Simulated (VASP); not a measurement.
# TeRu4Rh: relaxation of cell and atoms with PBE

The system is TeRu4Rh.

```
Te Ru Rh
1.0
     0.00000    3.64203    3.64203
     3.64203    0.00000    3.64203
     3.64203    3.64203    0.00000
Te Ru Rh
1 4 1
Direct
  0.25000 0.25000 0.25000
  0.12102 0.62633 0.62633
  0.62633 0.62633 0.62633
  0.62633 0.12102 0.62633
  0.62633 0.62633 0.12102
  0.00000 0.00000 0.00000
```

```json
{
 "Program": "VASP 6.6.1",
 "Task": "relaxation of cell and atoms",
 "Functional": "PBE",
 "Potentials or basis": "VASP PAW PBE potentials, release 64 (Te, Ru_pv, Rh_pv)",
 "Cutoff": "600 eV",
 "k mesh": "10 × 10 × 10",
 "Occupations": "gaussian, width 0.1 eV",
 "Spin": "no spin polarisation",
 "Dipole correction": "no",
 "Further INCAR settings": "ALGO = Fast; EDIFF = 1e-06; IBRION = 2; EDIFFG = -0.01; NSW = 100; ISIF = 3"
}
```

| Quantity | Value |
| --- | --- |
| Relaxed volume | 16.11 Å³/atom |
| Relaxed cell | a = 5.151 Å, b = 5.151 Å, c = 5.151 Å, α = 60.00°, β = 60.00°, γ = 60.00° |
| Space group after relaxing (to 0.1 Å) | F-43m (No. 216) |
| Energy gained by relaxing | 0.1 meV/atom |
| Ionic steps | 5 |
| Pressure after relaxing | 0.0 GPa |
| Band gap on the k mesh | zero (an odd number of electrons rules out a gap without spin polarisation) |

The path:
| step | energy change (eV) | largest force (eV/Å) | pressure (GPa) | volume (Å³) |
| --- | --- | --- | --- | --- |
| 1 | 0.0000 | 0.1070 | 0.09 | 96.62 |
| 2 | -0.0004 | 0.0691 | -0.21 | 96.74 |
| 3 | -0.0007 | 0.0040 | -0.10 | 96.69 |
| 4 | -0.0007 | 0.0068 | 0.15 | 96.57 |
| 5 | -0.0007 | 0.0005 | 0.03 | 96.64 |

Final structure:
```
Te Ru Rh
1.0
     0.00000    3.64234    3.64234
     3.64234    0.00000    3.64234
     3.64234    3.64234    0.00000
Te Ru Rh
1 4 1
Direct
  0.25000 0.25000 0.25000
  0.12179 0.62607 0.62607
  0.62607 0.62607 0.62607
  0.62607 0.12179 0.62607
  0.62607 0.62607 0.12179
  0.00000 0.00000 0.00000
```

Levels at points of the mesh, in eV from the Fermi level:
```csv
k point,band 34,band 35,band 36,band 37,band 38,band 39,band 40,band 41,band 42,band 43
"(0.00, 0.00, 0.00)",-0.31,-0.16,-0.16,-0.16,0.15,0.15,0.87,0.87,0.87,2.59
"(0.50, 0.00, 0.00)",-1.13,-0.50,-0.50,-0.29,-0.05,-0.04,-0.04,0.12,0.12,1.12
"(0.50, 0.50, 0.00)",-1.33,-0.99,-0.64,-0.59,-0.59,0.00,0.03,0.10,0.10,0.60
```

Wall time 32 min on 1 thread of Oxide Virtual Turin-like Processor (shared host), peak memory 0.38 GiB.

Caveat: spin-orbit coupling is left out, which moves the levels of the heavy elements.
